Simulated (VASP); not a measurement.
Input of a VASP 6.6.1 run:

Contents of INCAR:

```
PREC = Accurate
ENCUT = 520
EDIFF = 1E-7
ISMEAR = -1
SIGMA = 0.1
LREAL = False
LASPH = True
NELM = 80
ALGO = Normal
ISIF = 2
LWAVE = False
LCHARG = False
GGA = CA
NBANDS = 11
```

KPOINTS

```
Automatic mesh
0
Gamma
  10 10 10
```

File POSCAR:

```
Ba
1.0
    3.7323581853      0.0000000000      0.0000000000
    0.0000000000      3.7323581853      0.0000000000
    0.0000000000      0.0000000000      3.7323581853
Ba
1
Direct
    0.0000000000      0.0000000000      0.0000000000
```

Potentials or basis: VASP PAW LDA potentials, release 64 (Ba_sv).

Launch:

```sh
$ cat potpaw_LDA.64/Ba_sv/POTCAR > POTCAR
$ mpirun -np 1 vasp_std > vasp.out
```

Q: Estimate the band gap on the k mesh.

A: Zero (band 5 reaches 2.12 eV, above the bottom of band 6 at 1.81 eV).

Q: Estimate the pressure.

A: 0.1 GPa.

Caveat: spin-orbit coupling is left out, which moves the levels of the heavy elements.
